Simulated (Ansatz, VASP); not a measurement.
**Two plane-wave programs on As**

The input INCAR:

```
ALGO = Normal ; DIPOL = 0.5 0.5 0.382
EDIFF = 1E-6 ; ENCUT = 520
GGA = PE ; GGA_COMPAT = False
IDIPOL = 3 ; ISIF = 2
ISMEAR = 0 ; IVDW = 12
LASPH = True ; LCHARG = False
LDIPOL = True ; LREAL = False
LWAVE = False ; NBANDS = 38
NELM = 120 ; NELMDL = -8
PREC = Accurate ; SIGMA = 0.05
```

The input KPOINTS:

```
k-points
0
Gamma
  9 9 1
```

Contents of POSCAR:

```
As
1.0
    3.5713380906      0.0000000000      0.0000000000
   -1.7856690453      3.0928695120      0.0000000000
    0.0000000000      0.0000000000     20.2952802043
As
4
Direct
    0.3333333333      0.6666666667      0.2905917062
    0.6666666667      0.3333333333      0.2217264287
    1.1666666667      0.3333333333      0.5427508314
    0.8333333333      0.6666666667      0.4738855539
```

Input for Ansatz:

```yaml
crystal:
  lattice:
    - [3.5713380906, 0.0, 0.0]
    - [-1.7856690453, 3.092869512, 0.0]
    - [0.0, 0.0, 20.2952802043]
  atoms:
    - { symbol: As, position: [0.3333333333, 0.6666666667, 0.2905917062] }
    - { symbol: As, position: [0.6666666667, 0.3333333333, 0.2217264287] }
    - { symbol: As, position: [1.1666666667, 0.3333333333, 0.5427508314] }
    - { symbol: As, position: [0.8333333333, 0.6666666667, 0.4738855539] }
basis:
  ecutwfc: 420
kpoints:
  mp_grid: { grid: [9, 9, 1] }
hamiltonian:
  xc: pbe
  dispersion: d3bj
scf:
  occupations: { method: gaussian, width: 0.05 }
output:
  forces: true
  eigenvalues: true
efield:
  axis: 3
  dipole_correction: true
  ramp_width: 0.04
```

Alike in both runs: task single point; functional PBE; dispersion D3(BJ); k mesh 9 × 9 × 1; occupations gaussian, width 0.05 eV; no spin polarisation.

|  | VASP | Ansatz |
| --- | --- | --- |
| version | VASP 6.6.1 | Ansatz 0.2.0 |
| potentials or method | VASP PAW PBE potentials, release 64 (As_d), cutoff 520 eV | scalar-relativistic, plane waves, PAW |
| valence electrons in the cell | 60 | 60 |

Ansatz gave:

```
gap on the k mesh at the Fermi level (eV) : 1.26
least direct gap on the mesh (eV)         : 1.81
rms of the force components (eV/Å)        : 0.030
```

Question: Estimate VASP's values.

Answer: gap on the k mesh at the Fermi level (eV): 1.27; least direct gap on the mesh (eV): 1.80; rms of the force components (eV/Å): 0.038.

Atom by atom the forces differ by 0.015 eV/Å (rms over components).
